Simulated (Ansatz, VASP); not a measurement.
**Be16CO in VASP and in Ansatz**

The input INCAR:

```
ALGO = Normal ; DIPOL = 0.5 0.5 0.310
EDIFF = 1E-6 ; ENCUT = 520
GGA = PE ; IDIPOL = 3
ISIF = 2 ; ISMEAR = 0
LASPH = T ; LCHARG = F
LDIPOL = T ; LREAL = Auto
LWAVE = F ; NBANDS = 36
NELM = 60 ; PREC = Accurate
SIGMA = 0.1
```

KPOINTS

```
k-points
0
Gamma
  6 6 1
```

File POSCAR:

```
Be16CO
1.0
    4.5254381410      0.0000000000      0.0000000000
   -2.2627190705      3.9191443934      0.0000000000
    0.0000000000      0.0000000000     23.4761687145
Be C O
16 1 1
Direct
    0.3333333333      0.1666666667      0.1703855535
    0.3333333333      0.6666666667      0.1703855535
    0.8333333333      0.1666666667      0.1703855535
    0.8333333333      0.6666666667      0.1703855535
    0.1666666667      0.3333333333      0.2463521558
    0.1666666667      0.8333333333      0.2463521558
    0.6666666667      0.3333333333      0.2463521558
    0.6666666667      0.8333333333      0.2463521558
    0.3333333333      0.1666666667      0.3241941575
    0.3333333333      0.6666666667      0.3241941575
    0.8333333333      0.1666666667      0.3241941575
    0.8333333333      0.6666666667      0.3241941575
    0.1666666667      0.3333333333      0.4036505628
    0.1666666667      0.8333333333      0.4036505628
    0.6666666667      0.3333333333      0.4036505628
    0.6666666667      0.8333333333      0.4036505628
    0.1666666667      0.3333333333      0.4828798452
    0.2406624093      0.2593375907      0.5256717283
```

Input for Ansatz:

```yaml
crystal:
  lattice:
    - [4.525438141, 0.0, 0.0]
    - [-2.2627190705, 3.9191443934, 0.0]
    - [0.0, 0.0, 23.4761687145]
  atoms:
    - { symbol: Be, position: [0.3333333333, 0.1666666667, 0.1703855535] }
    - { symbol: Be, position: [0.3333333333, 0.6666666667, 0.1703855535] }
    - { symbol: Be, position: [0.8333333333, 0.1666666667, 0.1703855535] }
    - { symbol: Be, position: [0.8333333333, 0.6666666667, 0.1703855535] }
    - { symbol: Be, position: [0.1666666667, 0.3333333333, 0.2463521558] }
    - { symbol: Be, position: [0.1666666667, 0.8333333333, 0.2463521558] }
    - { symbol: Be, position: [0.6666666667, 0.3333333333, 0.2463521558] }
    - { symbol: Be, position: [0.6666666667, 0.8333333333, 0.2463521558] }
    - { symbol: Be, position: [0.3333333333, 0.1666666667, 0.3241941575] }
    - { symbol: Be, position: [0.3333333333, 0.6666666667, 0.3241941575] }
    - { symbol: Be, position: [0.8333333333, 0.1666666667, 0.3241941575] }
    - { symbol: Be, position: [0.8333333333, 0.6666666667, 0.3241941575] }
    - { symbol: Be, position: [0.1666666667, 0.3333333333, 0.4036505628] }
    - { symbol: Be, position: [0.1666666667, 0.8333333333, 0.4036505628] }
    - { symbol: Be, position: [0.6666666667, 0.3333333333, 0.4036505628] }
    - { symbol: Be, position: [0.6666666667, 0.8333333333, 0.4036505628] }
    - { symbol: C, position: [0.1666666667, 0.3333333333, 0.4828798452] }
    - { symbol: O, position: [0.2406624093, 0.2593375907, 0.5256717283] }
basis:
  ecutwfc: 420
kpoints:
  mp_grid: { grid: [6, 6, 1] }
hamiltonian:
  xc: pbe
scf:
  occupations: { method: gaussian, width: 0.1 }
output:
  forces: true
  eigenvalues: true
efield:
  axis: 3
  dipole_correction: true
  ramp_width: 0.04
```

Alike in both runs: task single point; functional PBE; k mesh 6 × 6 × 1; occupations gaussian, width 0.1 eV; no spin polarisation.

|  | VASP | Ansatz |
| --- | --- | --- |
| version | VASP 6.6.1 | Ansatz 0.2.0 |
| potentials or method | VASP PAW PBE potentials, release 64 (Be, C, O), cutoff 520 eV | scalar-relativistic, plane waves, PAW |
| valence electrons in the cell | 42 | 42 |

```tsv
	VASP	Ansatz	Ansatz less VASP
gap on the k mesh at the Fermi level (eV)	none	none	-
rms of the force components (eV/Å)	0.416	0.407	-0.0088
```

Atom by atom the forces differ by 0.153 eV/Å (rms over components). A gap of «none» marks a metal or a gap that the smearing closes.

Noted on VASP's run: the standard files for N, O and F lose accuracy on very short bonds.
